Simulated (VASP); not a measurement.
Crystal: Sn.

```
Sn
1.0
     4.70905    0.00000    0.00000
    -2.35453    4.07816    0.00000
     0.00000    0.00000    7.67433
Sn
4
Direct
  0.33333 0.66667 0.99918
  0.66667 0.33333 0.49918
  0.33333 0.66667 0.37582
  0.66667 0.33333 0.87582
```

This isn't the form of Sn at room conditions, which is tetragonal (white tin).

```yaml
Program: VASP 6.6.1
Task: relaxation of cell and atoms
Functional: LDA
Potentials_or_basis: VASP PAW LDA potentials, release 64 (Sn_d)
Cutoff: 600 eV
k_mesh: 6 × 6 × 4
Occupations: fermi-dirac, width 0.02 eV
Spin: no spin polarisation
```

At the start: pressure -3.1 GPa; volume 36.85 Å³/atom.

Q: Where does the relaxation end?

A: Over 8 steps the energy falls by 29.9 meV/atom and the volume is 33.97 Å³/atom (-7.8 %); space group P6_3/mmc (No. 194, to 0.1 Å) before and after.

The path:
| step | energy change (eV) | largest force (eV/Å) | pressure (GPa) | volume (Å³) |
| --- | --- | --- | --- | --- |
| 1 | 0.0000 | 0.0112 | -3.06 | 147.38 |
| 2 | -0.1102 | 0.0159 | 1.05 | 132.86 |
| 3 | -0.1197 | 0.0086 | 0.00 | 135.79 |
| 4 | -0.1196 | 0.0081 | -0.07 | 136.02 |
| 5 | -0.1197 | 0.0035 | -0.07 | 136.01 |
| 6 | -0.1197 | 0.0001 | -0.07 | 136.01 |
| 7 | -0.1197 | 0.0001 | -0.04 | 135.94 |
| 8 | -0.1197 | 0.0005 | -0.02 | 135.89 |

Final structure:
```cif
data_structure
_symmetry_space_group_name_H-M 'P 1'
_symmetry_Int_Tables_number 1
_cell_length_a 4.5837
_cell_length_b 4.5837
_cell_length_c 7.4683
_cell_angle_alpha 90.000
_cell_angle_beta 90.000
_cell_angle_gamma 120.000
_cell_volume 135.89
loop_
_atom_site_label
_atom_site_type_symbol
_atom_site_fract_x
_atom_site_fract_y
_atom_site_fract_z
_atom_site_occupancy
Sn1 Sn 0.33333 0.66667 0.99917 1
Sn2 Sn 0.66667 0.33333 0.49917 1
Sn3 Sn 0.33333 0.66667 0.37583 1
Sn4 Sn 0.66667 0.33333 0.87583 1
```
